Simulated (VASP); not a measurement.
# TiAl (P-6m2) in VASP: further runs, part 2 of 2

VASP 6.6.1. The steps go on from the part before.

## Step 5: Single point, PBE

This run uses another cell than the first one, of the same volume but with other edges.

File INCAR:

```
SYSTEM = TiAl
PREC = Accurate ; ENCUT = 520
EDIFF = 1E-7 ; ISMEAR = 0
SIGMA = 0.15 ; LREAL = .False.
LASPH = .True. ; NELM = 80
ALGO = Fast ; ISIF = 2
LWAVE = .False. ; LCHARG = .False.
GGA = PE ; NBANDS = 14
```

File KPOINTS:

```
regular mesh
0
Gamma
  21 21 12
  0 0 0
```

File POSCAR:

```
TiAl
1.0
    3.0886646098      0.0000000000      0.0000000000
   -1.5443323049      2.6748620158      0.0000000000
    0.0000000000      0.0000000000      4.0314497192
Ti Al
1 1
Direct
    0.0000000000      0.0000000000      0.0000000000
    0.3333333333      0.6666666667      0.5000000000
```

Potentials or basis: VASP PAW PBE potentials, release 64 (Ti_sv, Al).

Command:

```bash
> cat potpaw_PBE.64/Ti_sv/POTCAR potpaw_PBE.64/Al/POTCAR > POTCAR
> mpirun -np 1 vasp_std > vasp.out
```

OUTCAR:

```text
SYSTEM = TiAl
   PREC = Accurate
   ENCUT = 520
   EDIFF = 1E-7
   ISMEAR = 0
   LREAL = .False.
   LASPH = .True.
   NELM = 80
   ISIF = 2
   GGA = PE

 ion  position               nearest neighbor table
   1  0.000  0.000  0.000-   2 2.69   2 2.69   2 2.69   2 2.69   2 2.69   2 2.69
   2  0.333  0.667  0.500-   1 2.69   1 2.69   1 2.69   1 2.69   1 2.69   1 2.69

  LATTYP: Found a hexagonal cell.
 ALAT       =     3.0886646098
 C/A-ratio  =     1.3052403639

  Lattice vectors:

 A1 = (   3.0886646098,   0.0000000000,   0.0000000000)
 A2 = (  -1.5443323049,   2.6748620158,   0.0000000000)
 A3 = (   0.0000000000,   0.0000000000,   4.0314497192)

Analysis of symmetry for initial positions (statically):
=====================================================================
 Subroutine PRICEL returns:
 Original cell was already a primitive cell.

 Routine SETGRP: Setting up the symmetry group for a
 hexagonal supercell.

 Subroutine GETGRP returns: Found 12 space group operations
 (whereof 12 operations were pure point group operations)
 out of a pool of 24 trial point group operations.

The static configuration has the point symmetry D_3h.

Analysis of symmetry for dynamics (positions and initial velocities):
=====================================================================
 Subroutine PRICEL returns:
 Original cell was already a primitive cell.

 Routine SETGRP: Setting up the symmetry group for a
 hexagonal supercell.

 Subroutine GETGRP returns: Found 12 space group operations
 (whereof 12 operations were pure point group operations)
 out of a pool of 24 trial point group operations.

The dynamic configuration has the point symmetry D_3h.

 Subroutine INISYM returns: Found 12 space group operations
 (whereof 12 operations are pure point group operations),
 and found     1 'primitive' translations

----------------------------------------------------------------------------------------

                                     Primitive cell

  volume of cell :      33.3068

  direct lattice vectors                    reciprocal lattice vectors
     3.088664610  0.000000000  0.000000000     0.323764515  0.186925530  0.000000000
    -1.544332305  2.674862016  0.000000000     0.000000000  0.373851060  0.000000000
     0.000000000  0.000000000  4.031449719     0.000000000  0.000000000  0.248049726

  length of vectors
     3.088664610  3.088664610  4.031449719     0.373851060  0.373851060  0.248049726

  position of ions in fractional coordinates (direct lattice)
     0.000000000  0.000000000  0.000000000
     0.333333333  0.666666667  0.500000000

  ion indices of the primitive-cell ions
   primitive index   ion index
                 1           1
                 2           2

----------------------------------------------------------------------------------------

 KPOINTS: regular mesh

Automatic generation of k-mesh.
 Grid dimensions read from file:
 generate k-points for:   21   21   12

 Generating k-lattice:

  Cartesian coordinates                     Fractional coordinates (reciprocal lattice)
     0.015417358  0.008901216  0.000000000     0.047619048  0.000000000  0.000000000
     0.000000000  0.017802431  0.000000000     0.000000000  0.047619048  0.000000000
[... 42 lines left out ...]
   total plane-waves  NPLWV =  17280
   dimension x,y,z NGX =    24 NGY =   24 NGZ =   30
   dimension x,y,z NGXF=    48 NGYF=   48 NGZF=   60
   ions per type =               1   1
   NGX,Y,Z   is equivalent  to a cutoff of  12.92, 12.92, 12.37 a.u.
   NGXF,Y,Z  is equivalent  to a cutoff of  25.84, 25.84, 24.74 a.u.
 SYSTEM =  TiAl
   PREC   = accura    normal or accurate (medium, high low for compatibility)
   ISTART =      0    job   : 0-new  1-cont  2-samecut
   ICHARG =      2    charge: 1-file 2-atom 10-const
   ISPIN  =      1    spin polarized calculation?
   LNONCOLLINEAR =      F non collinear calculations
   LSORBIT =      F    spin-orbit coupling
   LASPH  =      T    aspherical Exc in radial PAW
   ENCUT  =  520.0 eV  38.22 Ry    6.18 a.u.   5.74  5.74  7.50*2*pi/ulx,y,z
   NELM   =     80;   NELMIN=  2; NELMDL= -5     # of ELM steps
   EDIFF  = 0.1E-06   stopping-criterion for ELM
   LREAL  =      F    real-space projection
   EDIFFG = 0.1E-05   stopping-criterion for IOM
   NSW    =      0    number of steps for IOM
   IBRION =     -1    ionic relax: 0-MD 1-quasi-New 2-CG
   NFREE  =      0    steps in history (QN), initial steepest desc. (CG)
   ISIF   =      2    stress and relaxation
   ISYM   =      2    0-nonsym 1-usesym 2-fastsym
   POTIM  = 0.5000    time-step for ionic-motion
   TEBEG  =    0.0;   TEEND  =   0.0 temperature during run
   PSTRESS=    0.0 pullay stress
   NELECT =      15.0000    total number of electrons
   NUPDOWN=      -1.0000    fix difference up-down
   EMIN   =  10.00;   EMAX   =-10.00  energy-range for DOS
   EFERMI =   0.00;   METHOD = LEGACY
   ISMEAR =     0;   SIGMA  =   0.15  broadening in eV -4-tet -1-fermi 0-gaus
   EFERMI_NEDOS =   21; number of points for ismear=-14 and -15
   IALGO  =     68    algorithm
   IMIX   =      4    mixing-type and parameters
     AMIX     =   0.40;   BMIX     =  1.00
     AMIX_MAG =   1.60;   BMIX_MAG =  1.00
  volume/ion in A,a.u.               =      16.65       112.38
  Fermi-wavevector in a.u.,A,eV,Ry     =   1.254857  2.371335 21.424622  1.574665
  Thomas-Fermi vector in A             =   2.388641
   LORBIT       =      0    0 simple, 1 ext, 2 COOP (PROOUT), +10 PAW based schemes
   GGA     = PE    functional components
   LHFCALC =     F    Hartree Fock is set to
   AEXX    =    0.0000 exact exchange contribution
   IVDW    =     0    specifies the selected vdW correction
   LEPSILON=     F    determine dielectric tensor
   LRPA    =     F    only Hartree local field effects (RPA)
 non-spin polarized calculation
 RMM-DIIS sequential band-by-band and
 Gauss-broadening in eV      SIGMA  =   0.15
  energy-cutoff  :      520.00
  volume of cell :       33.31
 maximum number of plane-waves:       910
 NGX is ok and might be reduce to    24

 number of electron      15.0000000 magnetization

 Free energy of the ion-electron system (eV)
  ---------------------------------------------------
  ext. energy  EPLUGINS =         0.00000000
  ---------------------------------------------------
  free energy    TOTEN  =       -11.73453584 eV

  energy without entropy =      -11.70155802  energy(sigma->0) =      -11.71804693

 E-fermi :   7.7723     XC(G=0): -10.9191

 val. band max:        7.7714457596   @ k =   0.2857   0.0476   0.3333
 cond. band min:       7.7766783509   @ k =   0.1429   0.1429   0.1667
 fundamental gap:      0.0052325914
 Fermi energy:         7.7723246639

 k-point     1 :       0.0000    0.0000    0.0000
  band No.  band energies     occupation
      1     -48.8184      2.00000
      2     -25.1392      2.00000
      3     -24.8959      2.00000
      4     -24.8959      2.00000
      5      -0.8196      2.00000
      6       6.2014      2.00000
      7       8.0045      0.02859
      8       8.7425      0.00000
      9       8.7425      0.00000
     10       9.9062      0.00000
     11       9.9062      0.00000
     12      14.2658      0.00000
     13      18.2341      0.00000
     14      18.2341      0.00000
[... 377 lines left out ...]
      1     -48.7985      2.00000
      2     -25.1161      2.00000
      3     -25.0401      2.00000
      4     -24.9369      2.00000
      5       0.5262      2.00000
      6       6.8946      2.00000
      7       7.1257      2.00000
      8       7.6527      1.74058
      9       9.5144      0.00000
     10       9.6189      0.00000
     11      11.7168      0.00000
     12      12.9135      0.00000
     13      14.0732      0.00000
     14      14.8649      0.00000

 [... further k-points ...]

------------------------ aborting loop because EDIFF is reached ----------------------------------------

  FORCE on cell =-STRESS in cart. coord.  units (eV):
  Direction    XX          YY          ZZ          XY          YZ          ZX
  --------------------------------------------------------------------------------------
  -------------------------------------------------------------------------------------
  Total       -0.5139393     -0.5139393      4.1423410      0.0000000     -0.0000000      0.0000000
  in kB      -24.7223104    -24.7223104    199.2613382      0.0000000     -0.0000000      0.0000000
  external PRESSURE =      49.9389058 kB  Pullay stress =       0.0000000 kB

 VOLUME and BASIS-vectors are now :
 -----------------------------------------------------------------------------
  energy-cutoff  :      520.00
  volume of cell :       33.31
      direct lattice vectors                 reciprocal lattice vectors
     3.088664610  0.000000000  0.000000000     0.323764515  0.186925530  0.000000000
    -1.544332305  2.674862016  0.000000000     0.000000000  0.373851060  0.000000000
     0.000000000  0.000000000  4.031449719     0.000000000  0.000000000  0.248049726

 POSITION                                       TOTAL-FORCE (eV/Angst)
 -----------------------------------------------------------------------------------
      0.00000      0.00000      0.00000        -0.000000      0.000000      0.000000
     -0.00000      1.78324      2.01572         0.000000     -0.000000      0.000000
 -----------------------------------------------------------------------------------
    total drift:                                0.000000     -0.000000      0.000000

  FREE ENERGIE OF THE ION-ELECTRON SYSTEM (eV)
  ---------------------------------------------------
  free  energy   TOTEN  =       -11.7345358430 eV

  energy  without entropy=      -11.7015580225  energy(sigma->0) =      -11.71804693
```

OSZICAR:

```text
N       E                     dE             d eps       ncg     rms          rms(c)
DAV:   1     0.101805584496E+03    0.10181E+03   -0.71353E+03  9420   0.108E+03
DAV:   2    -0.760230058097E+01   -0.10941E+03   -0.10518E+03  9726   0.300E+02
DAV:   3    -0.133660752840E+02   -0.57638E+01   -0.56472E+01 14308   0.662E+01
[... 19 lines left out ...]
RMM:  23    -0.117345351264E+02   -0.84996E-06   -0.83736E-06 12878   0.146E-02    0.358E-03
RMM:  24    -0.117345356628E+02   -0.53638E-06   -0.57847E-06 12132   0.118E-02    0.578E-03
RMM:  25    -0.117345357926E+02   -0.12976E-06   -0.31211E-06 10763   0.807E-03    0.592E-03
RMM:  26    -0.117345359160E+02   -0.12345E-06   -0.20107E-06  9914   0.570E-03    0.568E-03
RMM:  27    -0.117345359204E+02   -0.44354E-08   -0.12172E-06  9357   0.439E-03    0.542E-03
RMM:  28    -0.117345358430E+02    0.77470E-07   -0.79595E-07  9719   0.390E-03
   1 F= -.11734536E+02 E0= -.11718047E+02  d E =-.329778E-01
```

stdout:

```text
POSCAR found type information on POSCAR TiAl
 POSCAR found :  2 types and       2 ions
 scaLAPACK will be used
 LDA part: xc-table for (Slater+PW92), standard interpolation
 POSCAR, INCAR and KPOINTS ok, starting setup
 FFT: planning ... GRIDC
[... 19 lines left out ...]
WARNING in EDDRMM: call to ZHEGV failed, returncode =   6  3      6
 num prob RMM:  25    -0.117345357926E+02   -0.12976E-06   -0.31211E-06 10763   0.807E-03    0.592E-03
WARNING in EDDRMM: call to ZHEGV failed, returncode =   6  3     13
 num prob RMM:  26    -0.117345359160E+02   -0.12345E-06   -0.20107E-06  9914   0.570E-03    0.568E-03
WARNING in EDDRMM: call to ZHEGV failed, returncode =   8  4      2
 num prob WARNING in EDDRMM: call to ZHEGV failed, returncode =   8  4      7
 num prob  num prob RMM:  27    -0.117345359204E+02   -0.44354E-08   -0.12172E-06  9357   0.439E-03    0.542E-03
WARNING in EDDRMM: call to ZHEGV failed, returncode =   6  3      6
WARNING in EDDRMM: call to ZHEGV failed, returncode =   6  3      6
```

Wall time 2.6 min (1 thread of AMD EPYC 9R45 (Zen 5), shared host); peak memory 0.25 GiB.

Results:

* Free energy: -11.7345 eV
* Pressure: 5.0 GPa
* Band gap on the k mesh: zero (an odd number of electrons rules out a gap without spin polarisation)

Caveat: the cell stands under pressure.

## Step 6: Single point, PBE

This run uses another cell than the first one, of the same volume but with other edges.

File INCAR:

```
SYSTEM = TiAl
PREC = Accurate
ENCUT = 520
EDIFF = 1E-7
ISMEAR = 0
SIGMA = 0.15
LREAL = .FALSE.
LASPH = .TRUE.
NELM = 60
ALGO = Fast
ISIF = 2
LWAVE = .FALSE.
LCHARG = .FALSE.
GGA = PE
NBANDS = 14
```

File KPOINTS:

```
regular mesh
0
G
  21 21 12
  0 0 0
```

File POSCAR:

```
TiAl
1.0
    2.6271586311      0.0000000000      0.0000000000
   -1.3135793155      2.2751861143      0.0000000000
    0.0000000000      0.0000000000      5.5722444176
Ti Al
1 1
Direct
    0.0000000000      0.0000000000      0.0000000000
    0.3333333333      0.6666666667      0.5000000000
```

Potentials or basis: VASP PAW PBE potentials, release 64 (Ti_sv, Al).

Command:

```bash
> cat potpaw_PBE.64/Ti_sv/POTCAR potpaw_PBE.64/Al/POTCAR > POTCAR
> mpirun -np 1 vasp_std > vasp.out
```

It took 2.8 min on 1 thread of AMD EPYC 9R45 (Zen 5), shared host; peak memory 0.25 GiB.

Results (log left out):

- Free energy: -11.2464 eV
- Pressure: 5.5 GPa
- Band gap on the k mesh: zero (an odd number of electrons rules out a gap without spin polarisation)

Stress tensor (GPa, compression positive):
```
 19.96   0.00   0.00
  0.00  19.96   0.00
  0.00   0.00 -23.44
```

Levels at points of the mesh, in eV from the Fermi level:
```
           k point  band 4  band 5  band 6  band 7  band 8  band 9  band 10  band 11
(0.00, 0.00, 0.00)  -32.22   -9.77   -3.65   -3.62    0.87    1.16     1.16     3.32
(0.00, 0.00, 0.50)  -32.22   -9.43   -5.84   -1.98    1.16    1.16     2.64     3.31
```

Caveat: the cell stands under pressure.

## Step 7: Overview

| cell | further INCAR settings | gap on the mesh (eV) | pressure (GPa) |
| --- | --- | --- | --- |
| a = 2.778, b = 2.778, c = 4.985 Å, angles 90.0, 90.0, 120.0°, 2 atoms | ALGO = Fast; EDIFF = 1e-07; NBANDS = 14 | none | 0.2 |
| a = 2.907, b = 2.907, c = 4.552 Å, angles 90.0, 90.0, 120.0°, 2 atoms | ALGO = Fast; EDIFF = 1e-06; NBANDS = 14 | none | 0.8 |
| a = 2.821, b = 2.821, c = 4.833 Å, angles 90.0, 90.0, 120.0°, 2 atoms | ALGO = Fast; EDIFF = 1e-06; NBANDS = 14 | none | -0.1 |
| a = 3.089, b = 3.089, c = 4.031 Å, angles 90.0, 90.0, 120.0°, 2 atoms | ALGO = Fast; EDIFF = 1e-07; NBANDS = 14 | none | 5.0 |
| a = 2.627, b = 2.627, c = 5.572 Å, angles 90.0, 90.0, 120.0°, 2 atoms | ALGO = Fast; EDIFF = 1e-07; NBANDS = 14 | none | 5.5 |

Alike in all rows: task single point; level PBE; potentials or basis VASP PAW PBE potentials, release 64 (Ti_sv, Al); no spin polarisation; k mesh 21 × 21 × 12; cutoff (eV) 520; smearing gaussian 0.15 eV.

Caveats: the cell stands under pressure (at least some runs).

Total energies depend on the potentials used, so only differences within one code and one set of settings carry meaning.
